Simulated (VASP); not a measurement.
# H2Os3: single point with PBE

The system is H2Os3.

```
H Os
1.0
     2.84287    0.00000    0.00000
     0.00000    4.92399    0.00000
     0.00000    0.00000    7.04116
H Os
4 6
Direct
  0.50000 0.16667 0.19254
  0.00000 0.66667 0.19254
  0.50000 0.16667 0.80746
  0.00000 0.66667 0.80746
  0.50000 0.50000 0.32097
  0.00000 0.00000 0.32097
  0.50000 0.50000 0.67903
  0.00000 0.00000 0.67903
  0.00000 0.33333 0.00000
  0.50000 0.83333 0.00000
```

```yaml
Program: VASP 6.6.1
Task: single point
Functional: PBE
Potentials_or_basis: VASP PAW PBE potentials, release 64 (H, Os)
Cutoff: 520 eV
k_mesh: 8 × 4 × 4
Occupations: gaussian, width 0.2 eV
Spin: no spin polarisation
```

```json
{"Pressure": "0.8 GPa", "Largest force": "0.065 eV/Å", "Band gap on the k mesh": "zero (bands 26 and 27 overlap by 2.25 eV)"}
```

Forces in eV/Å, atoms in the order of the input:
```
H    0.000  0.015  0.036
H    0.000  0.015  0.036
H    0.000  0.015 -0.036
H    0.000  0.015 -0.036
Os   0.000 -0.015 -0.063
Os   0.000 -0.015 -0.063
Os   0.000 -0.015  0.063
Os   0.000 -0.015  0.063
Os   0.000  0.001  0.000
Os   0.000  0.001  0.000
```

Stress tensor (GPa, compression positive):
```
1.03 0.00 0.00
0.00 0.91 0.00
0.00 0.00 0.43
```

Levels at points of the mesh, in eV from the Fermi level:
| k point | band 25 | band 26 | band 27 | band 28 | band 29 | band 30 |
| --- | --- | --- | --- | --- | --- | --- |
| (0.00, 0.00, 0.00) | -0.68 | -0.67 | -0.46 | 1.17 | 1.18 | 1.20 |
| (0.50, 0.00, 0.00) | 0.79 | 0.79 | 0.86 | 0.86 | 2.23 | 2.23 |
| (0.00, 0.50, 0.00) | -1.17 | -1.17 | -0.51 | -0.51 | -0.51 | -0.51 |
| (0.50, 0.50, 0.00) | 1.36 | 1.36 | 1.59 | 1.59 | 1.65 | 1.65 |
| (0.00, 0.00, 0.50) | -0.58 | 0.02 | 0.24 | 0.24 | 0.84 | 0.85 |
| (0.50, 0.00, 0.50) | -0.73 | -0.73 | 0.73 | 0.73 | 1.87 | 1.87 |
| (0.00, 0.50, 0.50) | -1.30 | -1.30 | -0.78 | -0.78 | 0.44 | 0.44 |
| (0.50, 0.50, 0.50) | 0.92 | 0.92 | 1.25 | 1.25 | 1.49 | 1.49 |

Run time: 2.5 min on 1 thread of Intel(R) Xeon(R) 6975P-C (Granite Rapids) (shared host), peak memory 0.28 GiB.

Caveat: spin-orbit coupling is left out, which moves the levels of the heavy elements.
